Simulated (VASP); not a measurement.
Crystal: CdS (Hawleyite).

```
Cd S
1.0
     0.00000    2.93921    2.93921
     2.93921    0.00000    2.93921
     2.93921    2.93921    0.00000
Cd S
1 1
Direct
  0.00000 0.00000 0.00000
  0.25000 0.25000 0.25000
```

Base run:

| Quantity | Value |
| --- | --- |
| Program | VASP 6.6.1 |
| Functional | r2SCAN |
| Potentials or basis | VASP PAW PBE potentials, release 64 (Cd, S) |
| Cutoff | 520 eV |
| k mesh | 8 × 8 × 8 |
| Occupations | gaussian, width 0.01 eV |
| Spin | no spin polarisation |

Its results: band gap on the k mesh 1.54 eV, direct; pressure 0.3 GPa.

Q: The run is repeated on the same cell with these changes: functional from r2SCAN to PBE; k mesh from 8 × 8 × 8 to 4 × 4 × 4. What comes out?

A: Band gap on the k mesh 1.09 eV, direct; pressure 1.9 GPa.

Several settings changed at once, so the effect can't be laid on one alone.

Caveats: some runs use coarse meshes; the PAW data sets were made with another functional, which shifts forces and pressure a little (some runs).

